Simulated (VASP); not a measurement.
# BaTiO3 (Amm2) in VASP: further runs, part 2 of 2

VASP 6.6.1. Earlier steps stand in the parts before.

**4. Single point, PBE (13.12 Å³/atom)**

This run uses another cell than the first one, of 13.12 Å³/atom.

Input file INCAR:

```
  ALGO = Normal
  EDIFF = 1E-6
  ENCUT = 520
  GGA = PE
  ISIF = 2
  ISMEAR = -1
  LASPH = True
  LCHARG = False
  LREAL = False
  LWAVE = False
  NBANDS = 28
  NELM = 60
  PREC = Accurate
  SIGMA = 0.05
```

Input file KPOINTS:

```
k-points
0
Gamma
  8 8 8
```

Input file POSCAR:

```
BaTiO3
1.0
    4.0104855372      0.0000000000      0.0000000000
    0.0000000000      2.8558389582      2.8646469069
    0.0000000000     -2.8558389582      2.8646469069
Ba Ti O
1 1 3
Direct
    0.0000000000      0.0000000000      0.0000000000
    0.5000000000      0.5079000000      0.5079000000
    0.0000000000      0.4921000000      0.4921000000
    0.5000000000      0.5025100000      0.9937100000
    0.5000000000      0.9937100000      0.5025100000
```

Potentials or basis: VASP PAW PBE potentials, release 64 (Ba_sv, Ti_sv, O).

Launch:

```
$ cat potpaw_PBE.64/Ba_sv/POTCAR potpaw_PBE.64/Ti_sv/POTCAR potpaw_PBE.64/O/POTCAR > POTCAR
$ mpirun -np 1 vasp_std > vasp.out
```

OUTCAR:

```text
EDIFF = 1E-6
   ENCUT = 520
   GGA = PE
   ISIF = 2
   ISMEAR = -1
   LASPH = True
   LREAL = False
   NELM = 60
   PREC = Accurate

 ion  position               nearest neighbor table
   1  0.000  0.000  0.000-   3 2.82   4 2.84   5 2.84   4 2.84   5 2.84   4 2.86   5 2.86   5 2.86
                             4 2.86   3 2.86   3 2.86   3 2.91   2 3.46   2 3.46   2 3.49   2 3.49
   2  0.500  0.508  0.508-   4 1.97   5 1.97   3 2.01   3 2.01   5 2.08   4 2.08   1 3.46   1 3.46
                             1 3.49   1 3.49   1 3.49   1 3.49   1 3.53   1 3.53
   3  0.000  0.492  0.492-   2 2.01   2 2.01   1 2.82   1 2.86   1 2.86   1 2.91
   4  0.500  0.503  0.994-   2 1.97   2 2.08   1 2.84   1 2.84   1 2.86   1 2.86
   5  0.500  0.994  0.503-   2 1.97   2 2.08   1 2.84   1 2.84   1 2.86   1 2.86

  LATTYP: Found a base centered orthorhombic cell.
 ALAT       =     5.7116779164
 B/A-ratio  =     1.0030841896
 C/A-ratio  =     0.7021554079

  Lattice vectors:

 A1 = (   0.0000000000,   2.8558389582,  -2.8646469069)
 A2 = (   0.0000000000,   2.8558389582,   2.8646469069)
 A3 = (   4.0104855372,   0.0000000000,   0.0000000000)

Analysis of symmetry for initial positions (statically):
[... 174 lines left out ...]
  ---------------------------------------------------
  free energy    TOTEN  =       -39.99177356 eV

  energy without entropy =      -39.99177356  energy(sigma->0) =      -39.99177356

 E-fermi :   4.5612     XC(G=0): -11.1363

 val. band max:        3.6588437684   @ k =   0.5000   0.5000   0.5000
 cond. band min:       5.4100635000   @ k =   0.0000   0.0000   0.0000
 fundamental gap:      1.7512197316
 Fermi energy:         4.5612206381

 k-point     1 :       0.0000    0.0000    0.0000
  band No.  band energies     occupation
      1     -53.0375      2.00000
      2     -29.2445      2.00000
      3     -29.2428      2.00000
      4     -29.2380      2.00000
      5     -21.2172      2.00000
      6     -13.1828      2.00000
[... 733 lines left out ...]
     27      11.5942      0.00000
     28      13.1106      0.00000

 [... further k-points ...]
[... 5 lines left out ...]
  --------------------------------------------------------------------------------------
  -------------------------------------------------------------------------------------
  Total        0.3969413      0.1440787     -0.1366499      0.0000000      0.0000000      0.0000000
  in kB        9.6918151      3.5178605     -3.3364775      0.0000000      0.0000000      0.0000000
  external PRESSURE =       3.2910661 kB  Pullay stress =       0.0000000 kB

 VOLUME and BASIS-vectors are now :
 -----------------------------------------------------------------------------
  energy-cutoff  :      520.00
  volume of cell :       65.62
      direct lattice vectors                 reciprocal lattice vectors
     4.010485537  0.000000000  0.000000000     0.249346367  0.000000000  0.000000000
     0.000000000  2.855838958  2.864646907     0.000000000  0.175079900  0.174541581
     0.000000000 -2.855838958  2.864646907     0.000000000 -0.175079900  0.174541581

 POSITION                                       TOTAL-FORCE (eV/Angst)
 -----------------------------------------------------------------------------------
      0.00000      0.00000      0.00000         0.000000      0.000000      0.085503
      2.00524      0.00000      2.90991         0.000000      0.000000      0.244950
      0.00000      0.00000      2.81939         0.000000      0.000000      0.104405
      2.00524     -1.40279      4.28614         0.000000      0.044652     -0.217428
      2.00524      1.40279      4.28614         0.000000     -0.044652     -0.217428
 -----------------------------------------------------------------------------------
    total drift:                                0.000000     -0.000000     -0.000443

  FREE ENERGIE OF THE ION-ELECTRON SYSTEM (eV)
  ---------------------------------------------------
  free  energy   TOTEN  =       -39.9917735577 eV

  energy  without entropy=      -39.9917735561  energy(sigma->0) =      -39.99177356
```

stdout:

```text
POSCAR found type information on POSCAR BaTiO
 POSCAR found :  3 types and       5 ions
 scaLAPACK will be used
 LDA part: xc-table for (Slater+PW92), standard interpolation
 POSCAR, INCAR and KPOINTS ok, starting setup
 FFT: planning ... GRIDC
 FFT: planning ... GRID_SOFT
 FFT: planning ... GRID
 WAVECAR not read
 entering main loop
```

It took 5.9 min on 1 thread of Intel Xeon 8259CL, shared host; peak memory 0.31 GiB.

Results:

| Quantity | Value |
| --- | --- |
| Free energy | -39.9918 eV |
| Pressure | 0.3 GPa |
| Largest force | 0.245 eV/Å |
| Band gap on the k mesh | 1.75 eV (least direct gap 1.95 eV) |

Forces on the atoms (eV/Å):
```
Ba   0.000  0.000  0.086
Ti   0.000  0.000  0.245
O    0.000  0.000  0.104
O    0.000  0.045 -0.217
O    0.000 -0.045 -0.217
```

Stress tensor (GPa, compression positive):
```
 0.97  0.00  0.00
 0.00  0.35  0.00
 0.00  0.00 -0.33
```

Levels at points of the mesh, in eV from the valence-band top:
```tsv
k point	band 17	band 18	band 19	band 20	band 21	band 22	band 23	band 24
(0.00, 0.00, 0.00)	-1.06	-0.26	-0.22	-0.20	1.75	1.78	1.85	3.79
(0.50, 0.00, 0.00)	-1.81	-1.77	-0.78	-0.74	1.92	3.42	3.45	3.79
(0.00, 0.50, 0.00)	-1.79	-1.69	-0.76	-0.73	1.94	3.39	3.40	3.83
(0.50, 0.50, 0.00)	-1.73	-0.88	-0.88	-0.08	3.40	3.45	3.82	4.57
(0.00, 0.50, 0.50)	-1.70	-0.93	-0.91	-0.12	3.39	3.42	3.79	4.67
(0.50, 0.50, 0.50)	-2.38	-0.03	0.00	0.00	4.03	4.04	4.06	6.59
```

Caveat: spin-orbit coupling is left out, which moves the levels of the heavy elements. A k mesh can miss the band edges.

**5. Single point, PBE (13.64 Å³/atom)**

This run uses another cell than the first one, of 13.64 Å³/atom.

Input file INCAR:

```
ALGO = Normal ; EDIFF = 1E-7
ENCUT = 520 ; GGA = PE
ISIF = 2 ; ISMEAR = -1
LASPH = T ; LCHARG = F
LREAL = F ; LWAVE = F
NBANDS = 28 ; NELM = 60
PREC = Accurate ; SIGMA = 0.05
```

KPOINTS is that of step 4.

POSCAR: that of step 4 with these lines changed.

```diff
@@ -2,5 +2,5 @@
 1.0
-    4.0104855372      0.0000000000      0.0000000000
-    0.0000000000      2.8558389582      2.8646469069
-    0.0000000000     -2.8558389582      2.8646469069
+    4.0622394458      0.0000000000      0.0000000000
+    0.0000000000      2.8926925578      2.9016141701
+    0.0000000000     -2.8926925578      2.9016141701
 Ba Ti O
```

Launch:

```
$ cat potpaw_PBE.64/Ba_sv/POTCAR potpaw_PBE.64/Ti_sv/POTCAR potpaw_PBE.64/O/POTCAR > POTCAR
$ mpirun -np 1 vasp_std > vasp.out
```

It took 6.1 min on 1 thread of Intel Xeon 8259CL, shared host; peak memory 0.32 GiB.

Results (log left out):

| Quantity | Value |
| --- | --- |
| Free energy | -39.9522 eV |
| Pressure | -5.4 GPa |
| Largest force | 0.367 eV/Å |
| Band gap on the k mesh | 1.67 eV (least direct gap 1.90 eV) |

Forces on the atoms (eV/Å):
```
Ba   0.000  0.000  0.083
Ti   0.000  0.000  0.367
O    0.000  0.000  0.115
O    0.000  0.129 -0.282
O    0.000 -0.129 -0.282
```

Stress tensor (GPa, compression positive):
```
-4.86  0.00  0.00
 0.00 -5.34  0.00
 0.00  0.00 -5.96
```

Levels at points of the mesh, in eV from the valence-band top:
```tsv
k point	band 16	band 17	band 18	band 19	band 20	band 21	band 22	band 23	band 24	band 25
(0.00, 0.00, 0.00)	-1.02	-1.00	-0.28	-0.25	-0.22	1.67	1.70	1.76	3.54	3.59
(0.50, 0.00, 0.00)	-1.82	-1.73	-1.72	-0.78	-0.74	1.83	3.23	3.26	3.54	5.36
(0.00, 0.50, 0.00)	-1.82	-1.74	-1.63	-0.76	-0.72	1.84	3.20	3.21	3.58	5.38
(0.50, 0.50, 0.00)	-2.50	-1.73	-0.89	-0.89	-0.08	3.21	3.26	3.61	4.27	7.05
(0.00, 0.50, 0.50)	-2.46	-1.71	-0.94	-0.92	-0.11	3.20	3.23	3.59	4.36	7.00
(0.50, 0.50, 0.50)	-2.43	-2.38	-0.03	0.00	0.00	3.80	3.81	3.83	6.41	6.41
```

Caveat: the cell stands under tension; spin-orbit coupling is left out, which moves the levels of the heavy elements.

**6. Overview**

```tsv
cell	gap on the mesh (eV)	pressure (GPa)	largest force (eV/Å)
a = 3.930, b = 3.964, c = 3.964 Å, angles 89.8, 90.0, 90.0°, 5 atoms	1.87	11.6	0.15
a = 3.971, b = 4.005, c = 4.005 Å, angles 89.8, 90.0, 90.0°, 5 atoms	1.81	5.5	0.16
a = 4.010, b = 4.045, c = 4.045 Å, angles 89.8, 90.0, 90.0°, 5 atoms	1.75	0.3	0.24
a = 4.062, b = 4.097, c = 4.097 Å, angles 89.8, 90.0, 90.0°, 5 atoms	1.67	-5.4	0.37
```

Alike in all rows: task single point; level PBE; potentials or basis VASP PAW PBE potentials, release 64 (Ba_sv, Ti_sv, O); no spin polarisation; k mesh 8 × 8 × 8; cutoff (eV) 520; smearing fermi-dirac 0.05 eV.

Caveats: spin-orbit coupling is left out, which moves the levels of the heavy elements; the cell stands under pressure (at least some runs); the cell stands under tension (at least some runs).

Total energies depend on the potentials used, so only differences within one code and one set of settings carry meaning.
